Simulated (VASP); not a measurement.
# TaC (Fm-3m) in VASP: a series of runs

TaC is run at these levels: PBE; tasks: single point.

All numbers are computed with VASP 6.6.1; they aren't measurements. Logs are shortened: lines on timing, memory, paths and dates and some standing lists are left out, and cuts for length are marked.

## (1) The cell of the first run

Symmetry: Fm-3m, No. 225, cubic system. Conventional cell: a = 4.406 Å, b = 4.406 Å, c = 4.406 Å, α = 90.00°, β = 90.00°, γ = 90.00°. Within 2.9 Å of C (site symmetry m-3m) lie 6 Ta at 2.20 Å. Within 2.9 Å of Ta (site symmetry m-3m) lie 6 C at 2.20 Å.

## (2) Single point, PBE

Contents of INCAR:

```
  PREC = Accurate
  ENCUT = 600
  EDIFF = 1E-6
  ISMEAR = -1
  SIGMA = 0.0334
  LREAL = F
  LASPH = T
  NELM = 120
  ALGO = Normal
  ISIF = 2
  LWAVE = F
  LCHARG = F
  GGA = PE
  NBANDS = 14
  GGA_COMPAT = F
```

Contents of KPOINTS:

```
Automatic mesh
0
Gamma
  7 7 7
```

Contents of POSCAR:

```
TaC
1.0
    0.0000000000      2.2029680000      2.2029680000
    2.2029680000      0.0000000000      2.2029680000
    2.2029680000      2.2029680000      0.0000000000
C Ta
1 1
Direct
    0.0000000000      0.0000000000      0.0000000000
    0.5000000000      0.5000000000      0.5000000000
```

Potentials or basis: VASP PAW PBE potentials, release 64 (C, Ta_pv).

Launch:

```bash
> cat potpaw_PBE.64/C/POTCAR potpaw_PBE.64/Ta_pv/POTCAR > POTCAR
> mpirun -np 1 vasp_std > vasp.out
```

OUTCAR:

```text
PREC = Accurate
   ENCUT = 600
   EDIFF = 1E-6
   ISMEAR = -1
   LREAL = F
   LASPH = T
   NELM = 120
   ISIF = 2
   GGA = PE

 ion  position               nearest neighbor table
   1  0.000  0.000  0.000-   2 2.20   2 2.20   2 2.20   2 2.20   2 2.20   2 2.20
   2  0.500  0.500  0.500-   1 2.20   1 2.20   1 2.20   1 2.20   1 2.20   1 2.20

  LATTYP: Found a face centered cubic cell.
 ALAT       =     4.4059360000

  Lattice vectors:

 A1 = (   0.0000000000,   2.2029680000,   2.2029680000)
 A2 = (   2.2029680000,   0.0000000000,   2.2029680000)
 A3 = (   2.2029680000,   2.2029680000,   0.0000000000)

Analysis of symmetry for initial positions (statically):
=====================================================================
 Subroutine PRICEL returns:
 Original cell was already a primitive cell.

 Routine SETGRP: Setting up the symmetry group for a
 face centered cubic supercell.

 Subroutine GETGRP returns: Found 48 space group operations
 (whereof 48 operations were pure point group operations)
 out of a pool of 48 trial point group operations.

The static configuration has the point symmetry O_h .

Analysis of symmetry for dynamics (positions and initial velocities):
=====================================================================
 Subroutine PRICEL returns:
 Original cell was already a primitive cell.

 Routine SETGRP: Setting up the symmetry group for a
 face centered cubic supercell.

 Subroutine GETGRP returns: Found 48 space group operations
 (whereof 48 operations were pure point group operations)
 out of a pool of 48 trial point group operations.

The dynamic configuration has the point symmetry O_h .

 Subroutine INISYM returns: Found 48 space group operations
 (whereof 48 operations are pure point group operations),
 and found     1 'primitive' translations

----------------------------------------------------------------------------------------

                                     Primitive cell

  volume of cell :      21.3823

  direct lattice vectors                    reciprocal lattice vectors
     0.000000000  2.202968000  2.202968000    -0.226966529  0.226966529  0.226966529
     2.202968000  0.000000000  2.202968000     0.226966529 -0.226966529  0.226966529
     2.202968000  2.202968000  0.000000000     0.226966529  0.226966529 -0.226966529

  length of vectors
     3.115467223  3.115467223  3.115467223     0.393117559  0.393117559  0.393117559

  position of ions in fractional coordinates (direct lattice)
     0.000000000  0.000000000  0.000000000
     0.500000000  0.500000000  0.500000000

  ion indices of the primitive-cell ions
   primitive index   ion index
                 1           1
                 2           2

----------------------------------------------------------------------------------------

 KPOINTS: Automatic mesh

Automatic generation of k-mesh.
 Grid dimensions read from file:
 generate k-points for:    7    7    7

 Generating k-lattice:

  Cartesian coordinates                     Fractional coordinates (reciprocal lattice)
    -0.032423790  0.032423790  0.032423790     0.142857143  0.000000000  0.000000000
     0.032423790 -0.032423790  0.032423790     0.000000000  0.142857143  0.000000000
     0.032423790  0.032423790 -0.032423790     0.000000000  0.000000000  0.142857143

  Length of vectors
     0.056159651  0.056159651  0.056159651

  Shift w.r.t. Gamma in fractional coordinates (k-lattice)
     0.000000000  0.000000000  0.000000000

 Subroutine IBZKPT returns following result:
 ===========================================

 Found     20 irreducible k-points:

 Following reciprocal coordinates:
            Coordinates               Weight
  0.000000  0.000000  0.000000      1.000000
  0.142857  0.000000  0.000000      8.000000
  0.285714  0.000000  0.000000      8.000000
  0.428571  0.000000  0.000000      8.000000
  0.142857  0.142857  0.000000      6.000000
  0.285714  0.142857  0.000000     24.000000
[... 12 lines left out ...]
 -0.428571  0.428571  0.142857     24.000000
 -0.285714  0.428571  0.142857     24.000000
   k-points           NKPTS =     20   k-points in BZ     NKDIM =     20   number of bands    NBANDS=     14
   number of dos      NEDOS =    301   number of ions     NIONS =      2
   total plane-waves  NPLWV =  21952
   dimension x,y,z NGX =    28 NGY =   28 NGZ =   28
   dimension x,y,z NGXF=    56 NGYF=   56 NGZF=   56
   ions per type =               1   1
   NGX,Y,Z   is equivalent  to a cutoff of  14.94, 14.94, 14.94 a.u.
   NGXF,Y,Z  is equivalent  to a cutoff of  29.88, 29.88, 29.88 a.u.
 SYSTEM =  unknown system
   PREC   = accura    normal or accurate (medium, high low for compatibility)
   ISTART =      0    job   : 0-new  1-cont  2-samecut
   ICHARG =      2    charge: 1-file 2-atom 10-const
   ISPIN  =      1    spin polarized calculation?
   LNONCOLLINEAR =      F non collinear calculations
   LSORBIT =      F    spin-orbit coupling
   LASPH  =      T    aspherical Exc in radial PAW
   ENCUT  =  600.0 eV  44.10 Ry    6.64 a.u.   6.22  6.22  6.22*2*pi/ulx,y,z
   NELM   =    120;   NELMIN=  2; NELMDL= -5     # of ELM steps
   EDIFF  = 0.1E-05   stopping-criterion for ELM
   LREAL  =      F    real-space projection
   EDIFFG = 0.1E-04   stopping-criterion for IOM
   NSW    =      0    number of steps for IOM
   IBRION =     -1    ionic relax: 0-MD 1-quasi-New 2-CG
   NFREE  =      0    steps in history (QN), initial steepest desc. (CG)
   ISIF   =      2    stress and relaxation
   ISYM   =      2    0-nonsym 1-usesym 2-fastsym
   POTIM  = 0.5000    time-step for ionic-motion
   TEBEG  =    0.0;   TEEND  =   0.0 temperature during run
   PSTRESS=    0.0 pullay stress
   NELECT =      15.0000    total number of electrons
   NUPDOWN=      -1.0000    fix difference up-down
   EMIN   =  10.00;   EMAX   =-10.00  energy-range for DOS
   EFERMI =   0.00;   METHOD = LEGACY
   ISMEAR =    -1;   SIGMA  =   0.03  broadening in eV -4-tet -1-fermi 0-gaus
   EFERMI_NEDOS =   21; number of points for ismear=-14 and -15
   IALGO  =     38    algorithm
   IMIX   =      4    mixing-type and parameters
     AMIX     =   0.40;   BMIX     =  1.00
     AMIX_MAG =   1.60;   BMIX_MAG =  1.00
  volume/ion in A,a.u.               =      10.69        72.15
  Fermi-wavevector in a.u.,A,eV,Ry     =   1.454634  2.748860 28.789384  2.115960
  Thomas-Fermi vector in A             =   2.571762
   LORBIT       =      0    0 simple, 1 ext, 2 COOP (PROOUT), +10 PAW based schemes
   GGA     = PE    functional components
   LHFCALC =     F    Hartree Fock is set to
   AEXX    =    0.0000 exact exchange contribution
   IVDW    =     0    specifies the selected vdW correction
   LEPSILON=     F    determine dielectric tensor
   LRPA    =     F    only Hartree local field effects (RPA)
 non-spin polarized calculation
  energy-cutoff  :      600.00
  volume of cell :       21.38
 maximum number of plane-waves:       725
 NGX is ok and might be reduce to    28
   NGX = 13   NGY = 13   NGZ = 13

 number of electron      14.9999999 magnetization

 Free energy of the ion-electron system (eV)
  ---------------------------------------------------
  ext. energy  EPLUGINS =         0.00000000
  ---------------------------------------------------
  free energy    TOTEN  =       -22.15168890 eV

  energy without entropy =      -22.14854257  energy(sigma->0) =      -22.15011574

 E-fermi :   8.6912     XC(G=0): -13.3789

 val. band max:        8.6770503635   @ k =  -0.4286   0.2857   0.0000
 cond. band min:       8.9832228986   @ k =   0.4286   0.1429   0.0000
 fundamental gap:      0.3061725352
 Fermi energy:         8.6911543613

 k-point     1 :       0.0000    0.0000    0.0000
  band No.  band energies     occupation
      1     -26.2339      2.00000
      2     -26.2339      2.00000
      3     -26.2339      2.00000
      4      -6.3125      2.00000
      5       7.3400      2.00000
      6       7.3400      2.00000
      7       7.3400      2.00000
      8       8.2442      2.00000
      9       8.2442      2.00000
     10       8.2442      2.00000
     11       9.4296      0.00000
     12       9.4296      0.00000
     13      15.7198      0.00000
     14      18.8244      0.00000

 k-point     2 :       0.1429    0.0000    0.0000
  band No.  band energies     occupation
      1     -26.3952      2.00000
      2     -26.2499      2.00000
      3     -26.2499      2.00000
      4      -5.7218      2.00000
      5       5.3530      2.00000
      6       5.9198      2.00000
      7       5.9198      2.00000
      8       8.1522      2.00000
      9       8.1522      2.00000
     10       9.1646      0.00000
     11      12.1202      0.00000
     12      12.1202      0.00000
     13      16.6901      0.00000
     14      20.2401      0.00000

 k-point     3 :       0.2857    0.0000    0.0000
  band No.  band energies     occupation
      1     -26.7413      2.00000
      2     -26.2854      2.00000
      3     -26.2854      2.00000
      4      -4.1824      2.00000
      5       2.7405      2.00000
      6       4.1253      2.00000
      7       4.1253      2.00000
      8       9.6184      0.00000
      9       9.6184      0.00000
     10      10.1000      0.00000
     11      15.6261      0.00000
     12      15.6261      0.00000
     13      17.6429      0.00000
     14      21.8219      0.00000
[... 256 lines left out ...]
 k-point    19 :      -0.4286    0.4286    0.1429
  band No.  band energies     occupation
      1     -26.8640      2.00000
      2     -26.5840      2.00000
      3     -26.4960      2.00000
      4      -3.5863      2.00000
      5       3.2229      2.00000
      6       3.7426      2.00000
      7       4.6802      2.00000
      8       8.3278      1.99996
      9      12.2053      0.00000
     10      13.0778      0.00000
     11      13.2909      0.00000
     12      16.5200      0.00000
     13      19.1247      0.00000
     14      21.2478      0.00000

 k-point    20 :      -0.2857    0.4286    0.1429
  band No.  band energies     occupation
      1     -26.7663      2.00000
      2     -26.7301      2.00000
      3     -26.4795      2.00000
      4      -3.1675      2.00000
      5       2.6433      2.00000
      6       3.6851      2.00000
      7       4.0834      2.00000
      8       9.5502      0.00000
      9      11.0395      0.00000
     10      13.0193      0.00000
     11      14.6147      0.00000
     12      15.7178      0.00000
     13      21.3363      0.00000
     14      21.8606      0.00000

------------------------ aborting loop because EDIFF is reached ----------------------------------------

  FORCE on cell =-STRESS in cart. coord.  units (eV):
  Direction    XX          YY          ZZ          XY          YZ          ZX
  --------------------------------------------------------------------------------------
  -------------------------------------------------------------------------------------
  Total        2.3376116      2.3376116      2.3376116     -0.0000000      0.0000000     -0.0000000
  in kB      175.1573498    175.1573498    175.1573498     -0.0000000      0.0000000     -0.0000000
  external PRESSURE =     175.1573498 kB  Pullay stress =       0.0000000 kB

 VOLUME and BASIS-vectors are now :
 -----------------------------------------------------------------------------
  energy-cutoff  :      600.00
  volume of cell :       21.38
      direct lattice vectors                 reciprocal lattice vectors
     0.000000000  2.202968000  2.202968000    -0.226966529  0.226966529  0.226966529
     2.202968000  0.000000000  2.202968000     0.226966529 -0.226966529  0.226966529
     2.202968000  2.202968000  0.000000000     0.226966529  0.226966529 -0.226966529

 POSITION                                       TOTAL-FORCE (eV/Angst)
 -----------------------------------------------------------------------------------
      0.00000      0.00000      0.00000        -0.000000      0.000000      0.000000
      2.20297      2.20297      2.20297         0.000000     -0.000000     -0.000000
 -----------------------------------------------------------------------------------
    total drift:                                0.000000      0.000000      0.000000

  FREE ENERGIE OF THE ION-ELECTRON SYSTEM (eV)
  ---------------------------------------------------
  free  energy   TOTEN  =       -22.1516889019 eV

  energy  without entropy=      -22.1485425699  energy(sigma->0) =      -22.15011574
```

Run time: 8 s. Hardware: 1 thread of Intel Xeon Platinum 8375C at 2.90GHz (Ice Lake), shared host; peak memory 0.16 GiB.

What came out:

```
Free energy : -22.1517 eV
Pressure    : 17.5 GPa
```

Levels at points of the mesh, in eV from the Fermi level:
| k point | band 6 | band 7 | band 8 | band 9 | band 10 | band 11 |
| --- | --- | --- | --- | --- | --- | --- |
| (0.00, 0.00, 0.00) | -1.35 | -1.35 | -0.45 | -0.45 | -0.45 | 0.74 |

Caveat: spin-orbit coupling is left out, which moves the levels of the heavy elements.

## (3) Single point, PBE

Contents of INCAR:

```
SYSTEM = TaC
PREC = Accurate
ENCUT = 600
EDIFF = 1E-6
ISMEAR = -1
SIGMA = 0.0334
LREAL = .False.
LASPH = .True.
NELM = 120
ALGO = Normal
ISIF = 2
LWAVE = .False.
LCHARG = .True.
GGA = PE
LELF = .True.
LVHAR = .True.
NBANDS = 14
GGA_COMPAT = .False.
```

Contents of KPOINTS:

```
regular mesh
0
Gamma
  7 7 7
  0 0 0
```

POSCAR is that of step 2.

Potentials or basis: VASP PAW PBE potentials, release 64 (C, Ta_pv).

Launch:

```bash
> cat potpaw_PBE.64/C/POTCAR potpaw_PBE.64/Ta_pv/POTCAR > POTCAR
> mpirun -np 1 vasp_std > vasp.out
```

Wall time 8.7 s (1 thread of Intel Xeon Platinum 8375C at 2.90GHz (Ice Lake), shared host); peak memory 0.16 GiB.

Results (log left out):

| Quantity | Value |
| --- | --- |
| Free energy | -22.1517 eV |
| Pressure | 17.5 GPa |

Levels at points of the mesh, in eV from the Fermi level:
```
           k point  band 5  band 6  band 7  band 8  band 9  band 10  band 11  band 12
(0.00, 0.00, 0.00)   -1.35   -1.35   -1.35   -0.45   -0.45    -0.45     0.74     0.74
```

Caveat: spin-orbit coupling is left out, which moves the levels of the heavy elements.

(Continued in part 2 of 2.)
